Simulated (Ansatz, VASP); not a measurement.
**One calculation of Ta3N, two programs**

```
CELL_PARAMETERS angstrom
3.05231 0.00000 0.00000
-1.52615 2.64337 0.00000
0.00000 0.00000 7.57397
ATOMIC_POSITIONS crystal
Ta 0.66667 0.33333 0.82607
Ta 0.33333 0.66667 0.17393
Ta 0.00000 0.00000 0.50000
N 0.00000 0.00000 0.00000
```

Alike in both runs: task single point; functional LDA; k mesh 10 × 10 × 4; occupations fermi-dirac, width 0.05 eV; no spin polarisation.

```csv
,VASP,Ansatz
version,VASP 6.6.1,Ansatz 0.2.0
potentials or method,"VASP PAW LDA potentials, release 64 (Ta_sv_GW, N)",Ansatz PAW
plane-wave cutoff (eV),700,420
valence electrons in the cell,44,44
```

|  | VASP | Ansatz | Ansatz less VASP |
| --- | --- | --- | --- |
| gap on the k mesh at the Fermi level (eV) | none | none | - |
| pressure (GPa) | -17.0 | -17.5 | -0.47 |
| traceless stress, the component that is largest in VASP (GPa) | 0.35 | 0.32 | -0.028 |
| rms of the force components (eV/Å) | 0.249 | 0.263 | +0.0130 |

LDA's correlation is that of Perdew and Zunger in VASP and of Perdew and Wang (1992) in Ansatz. Atom by atom the forces differ by 0.013 eV/Å (rms over components). A gap of «none» marks a metal or a gap that the smearing closes.

Neither program's run includes spin-orbit coupling.
